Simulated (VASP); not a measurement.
# Cl (P6_3/mmc) in VASP: single point with r2SCAN

Aim: the single point of Cl with r2SCAN.

Program: VASP 6.6.1. These are calculated values, not measurements. Logs are shortened: lines on timing, memory, paths and dates and some standing lists are left out, and cuts for length are marked.

### 1 The cell of the first run

Symmetry: P6_3/mmc, No. 194, hexagonal system. Conventional cell: a = 3.555 Å, b = 3.555 Å, c = 3.988 Å, α = 90.00°, β = 90.00°, γ = 120.00°. Cl (site symmetry -6m2) has 12 Cl at 2.86 to 3.55 Å within 3.8 Å.

### 2 Single point, r2SCAN

The input, POSCAR:

```
Cl
1.0
    3.5546708764      0.0000000000      0.0000000000
   -1.7773354382      3.0784352811      0.0000000000
    0.0000000000      0.0000000000      3.9879811031
Cl
2
Direct
    0.3333333333      0.6666666667      0.2500000000
    0.6666666667      0.3333333333      0.7500000000
```

The input, INCAR.step1:

```
PREC     = Accurate       # precision mode
ENCUT    = 520            # plane-wave cutoff, eV
ISMEAR   = 0              # smearing method
SIGMA    = 0.1            # smearing width, eV
LREAL    = F              # projectors in reciprocal space
LASPH    = T              # aspherical terms in the spheres
NELM     = 100            # most SCF steps
NBANDS   = 14             # bands
GGA      = PE             # functional
ALGO     = Normal         # electronic algorithm
EDIFF    = 1E-4           # SCF threshold, eV
LWAVE    = T              # write WAVECAR
LCHARG   = F              # write CHGCAR
```

The input, INCAR.step2:

```
PREC     = Accurate       # precision mode
ENCUT    = 520            # plane-wave cutoff, eV
EDIFF    = 1E-7           # SCF threshold, eV
ISMEAR   = 0              # smearing method
SIGMA    = 0.1            # smearing width, eV
LREAL    = F              # projectors in reciprocal space
LASPH    = T              # aspherical terms in the spheres
NELM     = 100            # most SCF steps
ALGO     = Normal         # electronic algorithm
ISIF     = 2              # what is computed and relaxed
LWAVE    = F              # write WAVECAR
LCHARG   = F              # write CHGCAR
METAGGA  = R2SCAN         # meta-GGA
LMIXTAU  = T            
NBANDS   = 14             # bands
ISTART   = 1
```

The input, KPOINTS:

```
regular mesh
0
Gamma
  18 18 14
```

Potentials or basis: VASP PAW PBE potentials, release 64 (Cl).

Started as:

```sh
cat potpaw_PBE.64/Cl/POTCAR > POTCAR
cp INCAR.step1 INCAR
mpirun -np 1 vasp_std > vasp.out
cp INCAR.step2 INCAR
mpirun -np 1 vasp_std > vasp.out
```

OUTCAR:

```text
PREC = Accurate
   ENCUT = 520
   EDIFF = 1E-7
   ISMEAR = 0
   LREAL = F
   LASPH = T
   NELM = 100
   ISIF = 2
   METAGGA = R2SCAN
   ISTART = 1

 ion  position               nearest neighbor table
   1  0.333  0.667  0.250-
   2  0.667  0.333  0.750-

  LATTYP: Found a hexagonal cell.
 ALAT       =     3.5546708764
 C/A-ratio  =     1.1218988316

  Lattice vectors:

 A1 = (   3.5546708764,   0.0000000000,   0.0000000000)
 A2 = (  -1.7773354382,   3.0784352811,   0.0000000000)
 A3 = (   0.0000000000,   0.0000000000,   3.9879811031)

Analysis of symmetry for initial positions (statically):
=====================================================================
 Subroutine PRICEL returns:
 Original cell was already a primitive cell.

 Routine SETGRP: Setting up the symmetry group for a
 hexagonal supercell.

 Subroutine GETGRP returns: Found 24 space group operations
 (whereof 12 operations were pure point group operations)
 out of a pool of 24 trial point group operations.

The static configuration has the point symmetry D_3d.
 The point group associated with its full space group is D_6h.

Analysis of symmetry for dynamics (positions and initial velocities):
=====================================================================
 Subroutine PRICEL returns:
 Original cell was already a primitive cell.

 Routine SETGRP: Setting up the symmetry group for a
 hexagonal supercell.

 Subroutine GETGRP returns: Found 24 space group operations
 (whereof 12 operations were pure point group operations)
 out of a pool of 24 trial point group operations.

The dynamic configuration has the point symmetry D_3d.
 The point group associated with its full space group is D_6h.

 Subroutine INISYM returns: Found 24 space group operations
 (whereof 12 operations are pure point group operations),
 and found     1 'primitive' translations

----------------------------------------------------------------------------------------

                                     Primitive cell

  volume of cell :      43.6398

  direct lattice vectors                    reciprocal lattice vectors
     3.554670876  0.000000000  0.000000000     0.281319997  0.162420176  0.000000000
    -1.777335438  3.078435281  0.000000000     0.000000000  0.324840352  0.000000000
     0.000000000  0.000000000  3.987981103     0.000000000  0.000000000  0.250753445

  length of vectors
     3.554670876  3.554670876  3.987981103     0.324840352  0.324840352  0.250753445

  position of ions in fractional coordinates (direct lattice)
     0.333333333  0.666666667  0.250000000
     0.666666667  0.333333333  0.750000000

  ion indices of the primitive-cell ions
   primitive index   ion index
                 1           1
                 2           2

----------------------------------------------------------------------------------------

 KPOINTS: regular mesh

Automatic generation of k-mesh.
 Grid dimensions read from file:
 generate k-points for:   18   18   14

 Generating k-lattice:

  Cartesian coordinates                     Fractional coordinates (reciprocal lattice)
     0.015628889  0.009023343  0.000000000     0.055555556  0.000000000  0.000000000
     0.000000000  0.018046686  0.000000000     0.000000000  0.055555556  0.000000000
     0.000000000  0.000000000  0.017910960     0.000000000  0.000000000  0.071428571

  Length of vectors
     0.018046686  0.018046686  0.017910960

  Shift w.r.t. Gamma in fractional coordinates (k-lattice)
     0.000000000  0.000000000  0.000000000

 Subroutine IBZKPT returns following result:
 ===========================================

 Found    296 irreducible k-points:

 Following reciprocal coordinates:
            Coordinates               Weight
  0.000000  0.000000  0.000000      1.000000
  0.055556  0.000000  0.000000      6.000000
  0.111111  0.000000  0.000000      6.000000
  0.166667 -0.000000  0.000000      6.000000
  0.222222  0.000000  0.000000      6.000000
  0.277778 -0.000000  0.000000      6.000000
[... 16 lines left out ...]
  0.333333  0.111111  0.000000     12.000000
  0.388889  0.111111  0.000000     12.000000
 [... further k-points ...]
   k-points           NKPTS =    296   k-points in BZ     NKDIM =    296   number of bands    NBANDS=     14
   number of dos      NEDOS =    301   number of ions     NIONS =      2
   total plane-waves  NPLWV =  23520
   dimension x,y,z NGX =    28 NGY =   28 NGZ =   30
   dimension x,y,z NGXF=    56 NGYF=   56 NGZF=   60
   ions per type =               2
   NGX,Y,Z   is equivalent  to a cutoff of  13.10, 13.10, 12.51 a.u.
   NGXF,Y,Z  is equivalent  to a cutoff of  26.19, 26.19, 25.01 a.u.
 SYSTEM =  unknown system
   PREC   = accura    normal or accurate (medium, high low for compatibility)
   ISTART =      1    job   : 0-new  1-cont  2-samecut
   ICHARG =      0    charge: 1-file 2-atom 10-const
   ISPIN  =      1    spin polarized calculation?
   LNONCOLLINEAR =      F non collinear calculations
   LSORBIT =      F    spin-orbit coupling
   LASPH  =      T    aspherical Exc in radial PAW
   ENCUT  =  520.0 eV  38.22 Ry    6.18 a.u.   6.61  6.61  7.42*2*pi/ulx,y,z
   NELM   =    100;   NELMIN=  2; NELMDL=  0     # of ELM steps
   EDIFF  = 0.1E-06   stopping-criterion for ELM
   LREAL  =      F    real-space projection
   EDIFFG = 0.1E-05   stopping-criterion for IOM
   NSW    =      0    number of steps for IOM
   IBRION =     -1    ionic relax: 0-MD 1-quasi-New 2-CG
   NFREE  =      0    steps in history (QN), initial steepest desc. (CG)
   ISIF   =      2    stress and relaxation
   ISYM   =      2    0-nonsym 1-usesym 2-fastsym
   POTIM  = 0.5000    time-step for ionic-motion
   TEBEG  =    0.0;   TEEND  =   0.0 temperature during run
   PSTRESS=    0.0 pullay stress
   NELECT =      14.0000    total number of electrons
   NUPDOWN=      -1.0000    fix difference up-down
   EMIN   =  10.00;   EMAX   =-10.00  energy-range for DOS
   EFERMI =   0.00;   METHOD = LEGACY
   ISMEAR =     0;   SIGMA  =   0.10  broadening in eV -4-tet -1-fermi 0-gaus
   EFERMI_NEDOS =   21; number of points for ismear=-14 and -15
   IALGO  =     38    algorithm
   IMIX   =      4    mixing-type and parameters
     AMIX     =   0.40;   BMIX     =  1.00
     AMIX_MAG =   1.60;   BMIX_MAG =  1.00
  volume/ion in A,a.u.               =      21.82       147.25
  Fermi-wavevector in a.u.,A,eV,Ry     =   1.120702  2.117819 17.088539  1.255972
  Thomas-Fermi vector in A             =   2.257350
   LORBIT       =      0    0 simple, 1 ext, 2 COOP (PROOUT), +10 PAW based schemes
   METAGGA = R2SCAN    functional components
   LHFCALC =     F    Hartree Fock is set to
   AEXX    =    0.0000 exact exchange contribution
   IVDW    =     0    specifies the selected vdW correction
   LEPSILON=     F    determine dielectric tensor
   LRPA    =     F    only Hartree local field effects (RPA)
 non-spin polarized calculation
 Gauss-broadening in eV      SIGMA  =   0.10
  energy-cutoff  :      520.00
  volume of cell :       43.64
 maximum number of plane-waves:      1215
 NGX is ok and might be reduce to    28
   NGX = 13   NGY = 13   NGZ = 15

 number of electron      14.0000000 magnetization

 Free energy of the ion-electron system (eV)
  ---------------------------------------------------
  ext. energy  EPLUGINS =         0.00000000
  ---------------------------------------------------
  free energy    TOTEN  =       -10.67942825 eV

  energy without entropy =      -10.66463495  energy(sigma->0) =      -10.67203160

 E-fermi :   1.5296     XC(G=0):  -9.8491

 val. band max:        1.5255703593   @ k =   0.2778   0.2222   0.3571
 cond. band min:       1.5302833298   @ k =   0.1667   0.1111   0.0714
 fundamental gap:      0.0047129705
 Fermi energy:         1.5295838056

 k-point     1 :       0.0000    0.0000    0.0000
  band No.  band energies     occupation
      1     -14.9896      2.00000
      2     -11.8120      2.00000
      3      -2.8442      2.00000
      4      -0.5394      2.00000
      5      -0.5394      2.00000
      6       1.3612      1.98272
      7       1.3612      1.98272
      8       2.5362      0.00000
      9       9.6827      0.00000
     10      10.9658      0.00000
     11      14.3988      0.00000
     12      14.3988      0.00000
     13      15.9288      0.00000
     14      15.9288      0.00000

 k-point     2 :       0.0556    0.0000    0.0000
  band No.  band energies     occupation
      1     -14.9651      2.00000
      2     -11.8255      2.00000
      3      -2.8147      2.00000
      4      -0.6017      2.00000
      5      -0.5815      2.00000
      6       1.3010      1.99878
      7       1.3878      1.95506
      8       2.4872      0.00000
      9       9.7779      0.00000
     10      11.0846      0.00000
     11      14.1890      0.00000
     12      14.4674      0.00000
     13      15.8337      0.00000
     14      15.8968      0.00000

 k-point     3 :       0.1111    0.0000    0.0000
  band No.  band energies     occupation
      1     -14.8922      2.00000
      2     -11.8668      2.00000
      3      -2.7270      2.00000
      4      -0.7770      2.00000
      5      -0.6950      2.00000
      6       1.1365      2.00000
      7       1.4562      1.70062
      8       2.3439      0.00000
      9      10.0378      0.00000
     10      11.3934      0.00000
     11      13.7714      0.00000
     12      14.6753      0.00000
     13      15.5885      0.00000
     14      15.7596      0.00000
[... 324 lines left out ...]
 k-point    23 :       0.3333    0.1111    0.0000
  band No.  band energies     occupation
      1     -13.9348      2.00000
      2     -12.5475      2.00000
      3      -2.2511      2.00000
      4      -1.5167      2.00000
      5      -1.3385      2.00000
      6       0.0452      2.00000
      7       0.6653      2.00000
      8       1.6638      0.05769
      9      10.2341      0.00000
     10      12.8443      0.00000
     11      13.5109      0.00000
     12      14.5827      0.00000
     13      15.4749      0.00000
     14      17.8852      0.00000

 k-point    24 :       0.3889    0.1111    0.0000
  band No.  band energies     occupation
      1     -13.7546      2.00000
      2     -12.7015      2.00000
      3      -2.3970      2.00000
      4      -1.3411      2.00000
      5      -1.2732      2.00000
      6      -0.0845      2.00000
      7       0.3780      2.00000
      8       1.6750      0.03978
      9      10.0611      0.00000
     10      12.6468      0.00000
     11      13.9597      0.00000
     12      14.8064      0.00000
     13      15.3914      0.00000
     14      18.0247      0.00000

 [... further k-points ...]

------------------------ aborting loop because EDIFF is reached ----------------------------------------

  FORCE on cell =-STRESS in cart. coord.  units (eV):
  Direction    XX          YY          ZZ          XY          YZ          ZX
  --------------------------------------------------------------------------------------
  -------------------------------------------------------------------------------------
  Total       -0.0410604     -0.0410604     -0.0420248      0.0000000      0.0000000      0.0000000
  in kB       -1.5074792     -1.5074792     -1.5428841      0.0000000      0.0000000      0.0000000
  external PRESSURE =      -1.5192808 kB  Pullay stress =       0.0000000 kB

 VOLUME and BASIS-vectors are now :
 -----------------------------------------------------------------------------
  energy-cutoff  :      520.00
  volume of cell :       43.64
      direct lattice vectors                 reciprocal lattice vectors
     3.554670876  0.000000000  0.000000000     0.281319997  0.162420176  0.000000000
    -1.777335438  3.078435281  0.000000000     0.000000000  0.324840352  0.000000000
     0.000000000  0.000000000  3.987981103     0.000000000  0.000000000  0.250753445

 POSITION                                       TOTAL-FORCE (eV/Angst)
 -----------------------------------------------------------------------------------
     -0.00000      2.05229      0.99700         0.000000     -0.000000      0.000000
      1.77734      1.02615      2.99099        -0.000000      0.000000      0.000000
 -----------------------------------------------------------------------------------
    total drift:                                0.000000     -0.000000      0.000000

  FREE ENERGIE OF THE ION-ELECTRON SYSTEM (eV)
  ---------------------------------------------------
  free  energy   TOTEN  =       -10.6794282479 eV

  energy  without entropy=      -10.6646349539  energy(sigma->0) =      -10.67203160
```

Run time: 5.3 min. Hardware: 1 thread of Intel Xeon 6975P-C (Granite Rapids), shared host; peak memory 0.25 GiB.

What came out:

```yaml
Free_energy: -10.6794 eV
Pressure: -0.2 GPa
Band_gap_on_the_k_mesh: zero (bands 7 and 8 overlap by 1.98 eV)
```

Caveat: the PAW data sets were made with another functional, which shifts forces and pressure a little.
